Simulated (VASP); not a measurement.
Cs4Sb:

```
Cs Sb
1.0
    -3.39920    3.39920    3.39920
     3.39920   -3.39920    3.39920
     3.39920    3.39920   -3.39920
Cs Sb
4 1
Cartesian
  1.6996 1.6996 1.6996
  1.6996 1.6996 -1.6996
  1.6996 -1.6996 1.6996
  -1.6996 1.6996 1.6996
  0.0000 0.0000 0.0000
```

The cell was built from a structure type or drawn by symmetry, and may not be a known phase.

| Property | Result |
| --- | --- |
| Program | VASP 6.6.1 |
| Task | relaxation of cell and atoms |
| Functional | PBE |
| Potentials or basis | VASP PAW PBE potentials, release 64 (Cs_sv, Sb_d_GW) |
| Cutoff | 500 eV |
| k mesh | 4 × 4 × 4 |
| Occupations | gaussian, width 0.1 eV |
| Spin | no spin polarisation |

At the start: pressure 27.7 GPa; volume 31.42 Å³/atom.

Problem. Where does the relaxation end?

Solution. Over 5 steps the energy falls by 1849.2 meV/atom and the volume is 78.08 Å³/atom (+148.5 %); space group Im-3m (No. 229, to 0.1 Å) before and after.

The path:
```tsv
step	energy change (eV)	largest force (eV/Å)	pressure (GPa)	volume (Å³)
1	0.0000	0.0000	27.69	157.11
2	-8.9348	0.0000	1.62	315.73
3	-9.1362	0.0000	0.84	342.57
4	-9.2407	0.0000	-0.15	400.73
5	-9.2460	0.0000	-0.02	390.40
```

Final structure:
```cif
data_structure
_symmetry_space_group_name_H-M 'P 1'
_symmetry_Int_Tables_number 1
_cell_length_a 7.9746
_cell_length_b 7.9746
_cell_length_c 7.9746
_cell_angle_alpha 109.471
_cell_angle_beta 109.471
_cell_angle_gamma 109.471
_cell_volume 390.40
loop_
_atom_site_label
_atom_site_type_symbol
_atom_site_fract_x
_atom_site_fract_y
_atom_site_fract_z
_atom_site_occupancy
Cs1 Cs 0.50000 0.50000 0.50000 1
Cs2 Cs 0.00000 0.00000 0.50000 1
Cs3 Cs 0.00000 0.50000 0.00000 1
Cs4 Cs 0.50000 0.00000 0.00000 1
Sb1 Sb 0.00000 0.00000 0.00000 1
```

Caveat: the volume moved by over 15 % at a fixed basis, so the end points are rough.
